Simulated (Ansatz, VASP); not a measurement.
**PtSe2: VASP beside Ansatz**

INCAR

```
ALGO = Normal
EDIFF = 1E-7
ENCUT = 520
ISIF = 2
ISMEAR = 0
LASPH = True
LCHARG = False
LREAL = False
LWAVE = False
NBANDS = 18
NELM = 100
PREC = Accurate
SIGMA = 0.01
```

File KPOINTS:

```
k-points
0
Gamma
  8 8 8
```

The input POSCAR:

```
PtSe2
1.0
    1.8457016943      1.0656163701      5.7607123488
   -1.8457016943      1.0656163701      5.7607123488
    0.0000000000     -2.1312327401      5.7607123488
Pt Se
1 2
Direct
    0.0000000000      0.0000000000      0.0000000000
    0.2567812158      0.2567812158      0.2567812158
    0.7432187842      0.7432187842      0.7432187842
```

Input for Ansatz:

```yaml
crystal:
  lattice:
    - [1.8457016943, 1.0656163701, 5.7607123488]
    - [-1.8457016943, 1.0656163701, 5.7607123488]
    - [0.0, -2.1312327401, 5.7607123488]
  atoms:
    - { symbol: Pt, position: [0.0, 0.0, 0.0] }
    - { symbol: Se, position: [0.2567812158, 0.2567812158, 0.2567812158] }
    - { symbol: Se, position: [0.7432187842, 0.7432187842, 0.7432187842] }
kpoints:
  mp_grid: { grid: [8, 8, 8] }
  band_path:
    path:
      - [0.0, 0.0, 0.0]
      - [0.5, 0.5, 0.5]
      - [0.8105216083, 0.1894783917, 0.5]
      - [0.5, -0.1894783917, 0.1894783917]
      - [0.5, 0.0, 0.0]
      - [0.3447391958, -0.3447391958, 0.0]
      - [0.6552608042, 0.0, 0.3447391958]
      - [0.5, 0.0, 0.5]
      - [-0.046875, 0.005208, 0.041667]
      - [0.229167, 0.229167, 0.486979]
      - [0.25, 0.25, -0.5]
    npoints: 1
hamiltonian:
  xc: lda
scf:
  occupations: { method: fixed }
  n_extra_bands: 4
output:
  forces: true
  stress: true
  eigenvalues: true
```

Alike in both runs: task single point; functional LDA; k mesh 8 × 8 × 8; no spin polarisation.

|  | VASP | Ansatz |
| --- | --- | --- |
| version | VASP 6.6.1 | Ansatz 0.2.0 |
| potentials or method | VASP PAW LDA potentials, release 64 (Pt, Se) | plane waves, PAW |
| plane-wave cutoff (eV) | 520 | 420 |
| occupations | gaussian, width 0.01 eV | fixed |
| valence electrons in the cell | 22 | 50 |

Ansatz gave:

| Item | Value |
| --- | --- |
| gap on the k mesh at the Fermi level (eV) | 0.30 |
| pressure (GPa) | -3.1 |
| traceless stress, the component that is largest in VASP (GPa) | -0.34 |
| rms of the force components (eV/Å) | 0.182 |

Task: What did VASP give for the same quantities?

Result: gap on the k mesh at the Fermi level (eV): 0.30; pressure (GPa): -2.8; traceless stress, the component that is largest in VASP (GPa): -0.40; rms of the force components (eV/Å): 0.161.

LDA's correlation is that of Perdew and Zunger in VASP and of Perdew and Wang (1992) in Ansatz. Atom by atom the forces differ by 0.021 eV/Å (rms over components). VASP's potentials hold 22 valence electrons a cell and Ansatz's 50, so a difference there can come from the potentials and not from the codes.

Neither program's run includes spin-orbit coupling.
